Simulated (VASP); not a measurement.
A run of VASP 6.6.1:

File INCAR:

```
SYSTEM = Ge
PREC = Accurate ; ENCUT = 520
EDIFF = 1E-7 ; ISMEAR = -1
SIGMA = 0.05 ; LREAL = .FALSE.
LASPH = .TRUE. ; NELM = 60
ALGO = Normal ; ISIF = 2
LWAVE = .FALSE. ; LCHARG = .FALSE.
GGA = PE ; NBANDS = 21
```

File KPOINTS:

```
regular mesh
0
G
  15 15 8
  0 0 0
```

File POSCAR:

```
Ge
1.0
    2.9157300969      0.0000000000      0.0000000000
   -1.4578650484      2.5250963345      0.0000000000
    0.0000000000      0.0000000000      4.9512115212
Ge
2
Direct
    0.3333333333      0.6666666667      0.2500000000
    0.6666666667      0.3333333333      0.7500000000
```

Potentials or basis: VASP PAW PBE potentials, release 64 (Ge_d).

Command:

```console
$ cat potpaw_PBE.64/Ge_d/POTCAR > POTCAR
$ mpirun -np 1 vasp_std > vasp.out
```

Hardware: 1 thread of Intel Xeon 8259CL, with other jobs on the host.

Estimate the wall time of this run.

Wall time 67 s on 1 thread of Intel Xeon 8259CL (shared host), peak memory 0.21 GiB. Counts: scf iterations 12, k points 135.
